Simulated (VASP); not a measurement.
Here is a VASP 6.6.1 calculation.

File INCAR:

```
ALGO = Fast ; EDIFF = 1E-7
ENCUT = 520 ; GGA = PS
ISIF = 2 ; ISMEAR = 0
LASPH = True ; LCHARG = True
LELF = True ; LREAL = False
LVHAR = True ; LWAVE = False
NBANDS = 13 ; NELM = 80
PREC = Accurate ; SIGMA = 0.15
```

KPOINTS

```
k-points
0
Gamma
  20 20 20
```

File POSCAR:

```
W
1.0
    0.0000000000      2.0300000000      2.0097000000
    2.0300000000      0.0000000000      2.0097000000
    2.0300000000      2.0300000000      0.0000000000
W
1
Direct
    0.0000000000      0.0000000000      0.0000000000
```

Potentials or basis: VASP PAW PBE potentials, release 64 (W_sv).

Launch:

```sh
$ cat potpaw_PBE.64/W_sv/POTCAR > POTCAR
$ mpirun -np 1 vasp_std > vasp.out
```

Question: Predict the band gap on the k mesh.

Answer: Zero (bands 7 and 8 overlap by 3.68 eV).

Question: Predict the pressure.

Answer: -9.5 GPa.

Stress tensor (GPa, compression positive):
```
 -8.36   0.00   0.00
  0.00  -8.36   0.00
  0.00   0.00 -11.91
```

Caveat: the cell differs from its parent crystal (strain -0.0100 x Voigt [0, 0, 1, 0, 0, 0]); the cell stands under tension; the PAW data sets were made with another functional, which shifts forces and pressure a little; spin-orbit coupling is left out, which moves the levels of the heavy elements.
